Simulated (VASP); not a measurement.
# Al3Cu2 (P-3m1) in VASP: notebook, part 2 of 3

VASP 6.6.1.

## 3. Single point, PBEsol (biaxial strain in the a-b plane: -3.0 %, then relaxed in part)

File INCAR:

```
SYSTEM = Al3Cu2
PREC = Accurate
ENCUT = 520
EDIFF = 1E-6
ISMEAR = 0
SIGMA = 0.1
LREAL = .FALSE.
LASPH = .TRUE.
NELM = 80
ALGO = Fast
ISIF = 2
LWAVE = .FALSE.
LCHARG = .TRUE.
GGA = PS
LELF = .TRUE.
LVHAR = .TRUE.
NBANDS = 24
```

File KPOINTS:

```
Automatic mesh
0
G
  12 12 8
  0 0 0
```

File POSCAR:

```
Al3Cu2
1.0
    3.9756280261      0.0000000000      0.0000000000
   -1.9878140130      3.4429948666      0.0000000000
    0.0000000000      0.0000000000      5.0642231940
Al Cu
3 2
Direct
    0.0000000000      0.0000000000      0.0000000000
    0.3333333333      0.6666666667      0.3511149544
    0.6666666667      0.3333333333      0.6488850456
    0.3333333333      0.6666666667      0.8383600993
    0.6666666667      0.3333333333      0.1616399007
```

Potentials or basis: VASP PAW PBE potentials, release 64 (Al, Cu).

Command:

```console
> cat potpaw_PBE.64/Al/POTCAR potpaw_PBE.64/Cu/POTCAR > POTCAR
> mpirun -np 1 vasp_std > vasp.out
```

OUTCAR:

```text
SYSTEM = Al3Cu2
   PREC = Accurate
   ENCUT = 520
   EDIFF = 1E-6
   ISMEAR = 0
   LREAL = .FALSE.
   LASPH = .TRUE.
   NELM = 80
   ISIF = 2
   GGA = PS

 ion  position               nearest neighbor table
   1  0.000  0.000  0.000-   4 2.44   5 2.44   4 2.44   5 2.44   5 2.44   4 2.44   2 2.90   3 2.90
                             2 2.90   3 2.90   2 2.90   3 2.90
   2  0.333  0.667  0.351-   4 2.47   5 2.49   5 2.49   5 2.49   4 2.60   3 2.75   3 2.75   3 2.75
                             1 2.90   1 2.90   1 2.90
   3  0.667  0.333  0.649-   5 2.47   4 2.49   4 2.49   4 2.49   5 2.60   2 2.75   2 2.75   2 2.75
                             1 2.90   1 2.90   1 2.90
   4  0.333  0.667  0.838-   1 2.44   1 2.44   1 2.44   2 2.47   3 2.49   3 2.49   3 2.49   2 2.60

   5  0.667  0.333  0.162-   1 2.44   1 2.44   1 2.44   3 2.47   2 2.49   2 2.49   2 2.49   3 2.60

  LATTYP: Found a hexagonal cell.
 ALAT       =     3.9756280261
 C/A-ratio  =     1.2738171581

  Lattice vectors:

 A1 = (   3.9756280261,   0.0000000000,   0.0000000000)
 A2 = (  -1.9878140130,   3.4429948666,   0.0000000000)
 A3 = (   0.0000000000,   0.0000000000,   5.0642231940)

Analysis of symmetry for initial positions (statically):
=====================================================================
 Subroutine PRICEL returns:
 Original cell was already a primitive cell.

 Routine SETGRP: Setting up the symmetry group for a
 hexagonal supercell.

 Subroutine GETGRP returns: Found 12 space group operations
 (whereof 12 operations were pure point group operations)
 out of a pool of 24 trial point group operations.

The static configuration has the point symmetry D_3d.

Analysis of symmetry for dynamics (positions and initial velocities):
=====================================================================
 Subroutine PRICEL returns:
 Original cell was already a primitive cell.

 Routine SETGRP: Setting up the symmetry group for a
 hexagonal supercell.

 Subroutine GETGRP returns: Found 12 space group operations
 (whereof 12 operations were pure point group operations)
 out of a pool of 24 trial point group operations.

The dynamic configuration has the point symmetry D_3d.

 Subroutine INISYM returns: Found 12 space group operations
 (whereof 12 operations are pure point group operations),
 and found     1 'primitive' translations

----------------------------------------------------------------------------------------

                                     Primitive cell

  volume of cell :      69.3194

  direct lattice vectors                    reciprocal lattice vectors
     3.975628026  0.000000000  0.000000000     0.251532586  0.145222406  0.000000000
    -1.987814013  3.442994867  0.000000000     0.000000000  0.290444813  0.000000000
     0.000000000  0.000000000  5.064223194     0.000000000  0.000000000  0.197463651

  length of vectors
     3.975628026  3.975628026  5.064223194     0.290444813  0.290444813  0.197463651

  position of ions in fractional coordinates (direct lattice)
     0.000000000  0.000000000  0.000000000
     0.333333333  0.666666667  0.351114954
     0.666666667  0.333333333  0.648885046
     0.333333333  0.666666667  0.838360099
     0.666666667  0.333333333  0.161639901

  ion indices of the primitive-cell ions
   primitive index   ion index
[... 35 lines left out ...]
  0.083333  0.000000  0.000000      6.000000
  0.166667  0.000000  0.000000      6.000000
  0.250000  0.000000  0.000000      6.000000
  0.333333  0.000000  0.000000      6.000000
  0.416667  0.000000  0.000000      6.000000
[... 16 lines left out ...]
  0.166667  0.000000  0.125000      6.000000
  0.000000  0.166667  0.125000      6.000000
 [... further k-points ...]
   k-points           NKPTS =    131   k-points in BZ     NKDIM =    131   number of bands    NBANDS=     24
   number of dos      NEDOS =    301   number of ions     NIONS =      5
   total plane-waves  NPLWV =  36000
   dimension x,y,z NGX =    30 NGY =   30 NGZ =   40
   dimension x,y,z NGXF=    60 NGYF=   60 NGZF=   80
   ions per type =               3   2
   NGX,Y,Z   is equivalent  to a cutoff of  12.54, 12.54, 13.13 a.u.
   NGXF,Y,Z  is equivalent  to a cutoff of  25.09, 25.09, 26.26 a.u.
 SYSTEM =  Al3Cu2
   PREC   = accura    normal or accurate (medium, high low for compatibility)
   ISTART =      0    job   : 0-new  1-cont  2-samecut
   ICHARG =      2    charge: 1-file 2-atom 10-const
   ISPIN  =      1    spin polarized calculation?
   LNONCOLLINEAR =      F non collinear calculations
   LSORBIT =      F    spin-orbit coupling
   LASPH  =      T    aspherical Exc in radial PAW
   ENCUT  =  520.0 eV  38.22 Ry    6.18 a.u.   7.39  7.39  9.42*2*pi/ulx,y,z
   NELM   =     80;   NELMIN=  2; NELMDL= -5     # of ELM steps
   EDIFF  = 0.1E-05   stopping-criterion for ELM
   LREAL  =      F    real-space projection
   EDIFFG = 0.1E-04   stopping-criterion for IOM
   NSW    =      0    number of steps for IOM
   IBRION =     -1    ionic relax: 0-MD 1-quasi-New 2-CG
   NFREE  =      0    steps in history (QN), initial steepest desc. (CG)
   ISIF   =      2    stress and relaxation
   ISYM   =      2    0-nonsym 1-usesym 2-fastsym
   POTIM  = 0.5000    time-step for ionic-motion
   TEBEG  =    0.0;   TEEND  =   0.0 temperature during run
   PSTRESS=    0.0 pullay stress
   NELECT =      31.0000    total number of electrons
   NUPDOWN=      -1.0000    fix difference up-down
   EMIN   =  10.00;   EMAX   =-10.00  energy-range for DOS
   EFERMI =   0.00;   METHOD = LEGACY
   ISMEAR =     0;   SIGMA  =   0.10  broadening in eV -4-tet -1-fermi 0-gaus
   EFERMI_NEDOS =   21; number of points for ismear=-14 and -15
   IALGO  =     68    algorithm
   IMIX   =      4    mixing-type and parameters
     AMIX     =   0.40;   BMIX     =  1.00
     AMIX_MAG =   1.60;   BMIX_MAG =  1.00
  volume/ion in A,a.u.               =      13.86        93.56
  Fermi-wavevector in a.u.,A,eV,Ry     =   1.251921  2.365788 21.324510  1.567307
  Thomas-Fermi vector in A             =   2.385846
   LORBIT       =      0    0 simple, 1 ext, 2 COOP (PROOUT), +10 PAW based schemes
   GGA     = PS    functional components
   LHFCALC =     F    Hartree Fock is set to
   AEXX    =    0.0000 exact exchange contribution
   IVDW    =     0    specifies the selected vdW correction
   LEPSILON=     F    determine dielectric tensor
   LRPA    =     F    only Hartree local field effects (RPA)
 non-spin polarized calculation
 RMM-DIIS sequential band-by-band and
 Gauss-broadening in eV      SIGMA  =   0.10
  energy-cutoff  :      520.00
  volume of cell :       69.32
 maximum number of plane-waves:      1897
 NGX is ok and might be reduce to    30
   NGX = 15   NGY = 15   NGZ = 19

 number of electron      31.0000016 magnetization

 Free energy of the ion-electron system (eV)
  ---------------------------------------------------
  ext. energy  EPLUGINS =         0.00000000
  ---------------------------------------------------
  free energy    TOTEN  =       -21.59642456 eV

  energy without entropy =      -21.58900333  energy(sigma->0) =      -21.59271395

 E-fermi :   8.7518     XC(G=0): -11.2655

 val. band max:        8.7517409830   @ k =  -0.0833   0.3333   0.1250
 cond. band min:       8.7658285494   @ k =   0.1667   0.0833   0.5000
 fundamental gap:      0.0140875664
 Fermi energy:         8.7517543313

 k-point     1 :       0.0000    0.0000    0.0000
  band No.  band energies     occupation
      1      -2.7735      2.00000
      2       2.0089      2.00000
      3       2.5517      2.00000
      4       3.2394      2.00000
      5       3.2394      2.00000
      6       3.6167      2.00000
[... 637 lines left out ...]
     23      14.7922      0.00000
     24      14.9282      0.00000

 [... further k-points ...]

------------------------ aborting loop because EDIFF is reached ----------------------------------------

  FORCE on cell =-STRESS in cart. coord.  units (eV):
  Direction    XX          YY          ZZ          XY          YZ          ZX
  --------------------------------------------------------------------------------------
  -------------------------------------------------------------------------------------
  Total        4.0214839      4.0214839      0.2169345      0.0000000     -0.0000000     -0.0000000
  in kB       92.9484092     92.9484092      5.0140000      0.0000000     -0.0000000     -0.0000000
  external PRESSURE =      63.6369394 kB  Pullay stress =       0.0000000 kB

 VOLUME and BASIS-vectors are now :
 -----------------------------------------------------------------------------
  energy-cutoff  :      520.00
  volume of cell :       69.32
      direct lattice vectors                 reciprocal lattice vectors
     3.975628026  0.000000000  0.000000000     0.251532586  0.145222406  0.000000000
    -1.987814013  3.442994867  0.000000000     0.000000000  0.290444813  0.000000000
     0.000000000  0.000000000  5.064223194     0.000000000  0.000000000  0.197463651

 POSITION                                       TOTAL-FORCE (eV/Angst)
 -----------------------------------------------------------------------------------
      0.00000      0.00000      0.00000        -0.000000      0.000000      0.000000
     -0.00000      2.29533      1.77812        -0.000000     -0.000000      0.004411
      1.98781      1.14766      3.28610         0.000000      0.000000     -0.004411
     -0.00000      2.29533      4.24564        -0.000000      0.000000     -0.000731
      1.98781      1.14766      0.81858        -0.000000     -0.000000      0.000731
 -----------------------------------------------------------------------------------
    total drift:                                0.000000      0.000000     -0.000000

  FREE ENERGIE OF THE ION-ELECTRON SYSTEM (eV)
  ---------------------------------------------------
  free  energy   TOTEN  =       -21.5964245607 eV

  energy  without entropy=      -21.5890033304  energy(sigma->0) =      -21.59271395
```

OSZICAR:

```text
N       E                     dE             d eps       ncg     rms          rms(c)
DAV:   1     0.175209325058E+03    0.17521E+03   -0.12315E+04  6296   0.151E+03
DAV:   2    -0.157643841544E+02   -0.19097E+03   -0.17752E+03  6312   0.288E+02
DAV:   3    -0.263881361488E+02   -0.10624E+02   -0.10087E+02  8232   0.911E+01
DAV:   4    -0.266921930763E+02   -0.30406E+00   -0.30372E+00  8816   0.131E+01
DAV:   5    -0.266984945408E+02   -0.63015E-02   -0.63001E-02  9024   0.177E+00    0.210E+01
RMM:   6    -0.293012336697E+02   -0.26027E+01   -0.85813E+01  7577   0.132E+02    0.173E+01
RMM:   7    -0.216811870232E+02    0.76200E+01   -0.25206E+01  6782   0.741E+01    0.195E+00
RMM:   8    -0.216065745471E+02    0.74612E-01   -0.15129E+00  6802   0.186E+01    0.137E+00
RMM:   9    -0.215953483482E+02    0.11226E-01   -0.17334E-01  7931   0.367E+00    0.584E-01
RMM:  10    -0.215941717976E+02    0.11766E-02   -0.54835E-02  7882   0.280E+00    0.164E-01
RMM:  11    -0.215963484309E+02   -0.21766E-02   -0.22621E-02  9141   0.101E+00    0.157E-01
RMM:  12    -0.215986316496E+02   -0.22832E-02   -0.15638E-02  7518   0.159E+00    0.373E-01
RMM:  13    -0.215964164217E+02    0.22152E-02   -0.41833E-03  7480   0.976E-01    0.577E-02
RMM:  14    -0.215964733634E+02   -0.56942E-04   -0.78953E-04  9395   0.178E-01    0.644E-02
RMM:  15    -0.215964665876E+02    0.67757E-05   -0.91429E-05  8807   0.750E-02    0.762E-02
RMM:  16    -0.215964219653E+02    0.44622E-04   -0.13075E-04  7969   0.142E-01    0.276E-02
RMM:  17    -0.215964243114E+02   -0.23462E-05   -0.31124E-05  7936   0.332E-02    0.949E-03
RMM:  18    -0.215964245607E+02   -0.24925E-06   -0.35215E-06  5994   0.166E-02
   1 F= -.21596425E+02 E0= -.21592714E+02  d E =-.742123E-02
```

stdout:

```text
POSCAR found type information on POSCAR AlCu
 POSCAR found :  2 types and       5 ions
 scaLAPACK will be used
 -----------------------------------------------------------------------------
|                                                                             |
|                                                                             |
|     You enforced a specific xc type in the INCAR file but a different       |
|     I HOPE YOU KNOW WHAT YOU ARE DOING!                                     |
|                                                                             |
 -----------------------------------------------------------------------------

 LDA part: xc-table for (Slater+PW92), standard interpolation
 POSCAR, INCAR and KPOINTS ok, starting setup
 FFT: planning ... GRIDC
 FFT: planning ... GRID_SOFT
 FFT: planning ... GRID
 WAVECAR not read
 entering main loop
```

It took 4.3 min on 1 thread of Intel Xeon Platinum 8488C (Sapphire Rapids), shared host; peak memory 0.32 GiB.

Results:

```yaml
Free_energy: -21.5964 eV
Pressure: 6.4 GPa
Largest_force: 0.004 eV/Å
```

Forces in eV/Å, atoms in the order of the input:
```
Al   0.000  0.000  0.000
Al   0.000  0.000  0.004
Al   0.000  0.000 -0.004
Cu   0.000  0.000 -0.001
Cu   0.000  0.000  0.001
```

Levels at points of the mesh, in eV from the Fermi level:
| k point | band 13 | band 14 | band 15 | band 16 | band 17 | band 18 | band 19 | band 20 |
| --- | --- | --- | --- | --- | --- | --- | --- | --- |
| (0.00, 0.00, 0.00) | -3.81 | 0.14 | 0.14 | 1.72 | 1.72 | 3.26 | 3.54 | 5.52 |
| (0.50, 0.00, 0.00) | -3.23 | -2.88 | -2.75 | -0.92 | -0.05 | 0.63 | 2.98 | 3.89 |
| (0.00, 0.00, 0.50) | 1.39 | 1.45 | 1.45 | 1.60 | 1.60 | 2.20 | 2.83 | 2.83 |
| (0.50, 0.00, 0.50) | -4.25 | -3.59 | -1.64 | -0.07 | 1.02 | 1.40 | 4.76 | 4.93 |

Caveat: the cell differs from its parent crystal (biaxial strain in the a-b plane: -3.0 %, then relaxed in part); the PAW data sets were made with another functional, which shifts forces and pressure a little.

## 4. Single point, PBEsol (biaxial strain in the a-b plane: -3.0 %)

File INCAR:

```
SYSTEM = Al3Cu2
  PREC = Accurate
  ENCUT = 520
  EDIFF = 1E-7
  ISMEAR = 0
  SIGMA = 0.1
  LREAL = .FALSE.
  LASPH = .TRUE.
  NELM = 80
  ALGO = Fast
  ISIF = 2
  LWAVE = .FALSE.
  LCHARG = .TRUE.
  GGA = PS
  LELF = .TRUE.
  LVHAR = .TRUE.
  NBANDS = 24
```

KPOINTS is that of step 3.

File POSCAR:

```
Al3Cu2
1.0
    3.9756280261      0.0000000000      0.0000000000
   -1.9878140130      3.4429948666      0.0000000000
    0.0000000000      0.0000000000      5.0717786655
Al Cu
3 2
Direct
    0.0000000000      0.0000000000      0.0000000000
    0.3333333333      0.6666666667      0.3510375935
    0.6666666667      0.3333333333      0.6489624065
    0.3333333333      0.6666666667      0.8396974561
    0.6666666667      0.3333333333      0.1603025439
```

Command:

```console
> cat potpaw_PBE.64/Al/POTCAR potpaw_PBE.64/Cu/POTCAR > POTCAR
> mpirun -np 1 vasp_std > vasp.out
```

It took 5 min on 1 thread of Intel Xeon Platinum 8488C (Sapphire Rapids), shared host; peak memory 0.32 GiB.

Results (log left out):

```yaml
Free_energy: -21.5961 eV
Pressure: 6.1 GPa
Largest_force: 0.058 eV/Å
```

Forces on the atoms (eV/Å):
```
Al   0.000  0.000  0.000
Al   0.000  0.000  0.032
Al   0.000  0.000 -0.032
Cu   0.000  0.000 -0.058
Cu   0.000  0.000  0.058
```

Stress tensor (GPa, compression positive):
```
 9.10  0.00  0.00
 0.00  9.10  0.00
 0.00  0.00 -0.04
```

Levels at points of the mesh, in eV from the Fermi level:
```tsv
k point	band 11	band 12	band 13	band 14	band 15	band 16	band 17	band 18	band 19	band 20
(0.00, 0.00, 0.00)	-4.19	-3.81	-3.81	0.15	0.15	1.73	1.73	3.26	3.54	5.51
(0.50, 0.00, 0.00)	-4.36	-4.16	-3.24	-2.87	-2.75	-0.91	-0.07	0.63	2.99	3.86
(0.00, 0.00, 0.50)	-4.23	-4.23	1.38	1.46	1.46	1.60	1.60	2.18	2.83	2.83
(0.50, 0.00, 0.50)	-4.42	-4.28	-4.25	-3.58	-1.65	-0.06	1.02	1.40	4.72	4.92
```

Caveat: the cell differs from its parent crystal (biaxial strain in the a-b plane: -3.0 %); the PAW data sets were made with another functional, which shifts forces and pressure a little.

[end of part 2 of 3]
